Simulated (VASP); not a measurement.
Si3N4:

```
Si N
1.0
     7.60440    0.00000    0.00000
    -3.80220    6.58560    0.00000
     0.00000    0.00000    2.90630
Si N
6 8
Direct
  0.76798 0.17409 0.25000
  0.59389 0.76798 0.75000
  0.82591 0.59389 0.25000
  0.23202 0.82591 0.75000
  0.40611 0.23202 0.25000
  0.17409 0.40611 0.75000
  0.02997 0.32988 0.25000
  0.70009 0.02997 0.75000
  0.67012 0.70009 0.25000
  0.97003 0.67012 0.75000
  0.29991 0.97003 0.25000
  0.32988 0.29991 0.75000
  0.66667 0.33333 0.25000
  0.33333 0.66667 0.75000
```

Base run:

- Program: VASP 6.6.1
- Functional: PBE
- Potentials or basis: VASP PAW PBE potentials, release 64 (Si, N)
- Cutoff: 520 eV
- k mesh: 4 × 4 × 10
- Occupations: fermi-dirac, width 0.02 eV
- Spin: no spin polarisation

Its results: band gap on the k mesh 4.33 eV, indirect (least direct gap 4.52 eV); pressure 5.2 GPa; largest force 0.015 eV/Å.

**Question.** The run is repeated on the same cell with these changes: dispersion from none to D3(BJ). What comes out?

**Answer.** Band gap on the k mesh 4.33 eV, indirect (least direct gap 4.52 eV); pressure 1.1 GPa; largest force 0.028 eV/Å.

Dispersion adds attraction, which lowers the pressure at fixed volume and, as a term added to the energy, leaves the levels alone.

Caveats: three body term missing (some runs).

A k mesh can miss the band edges.
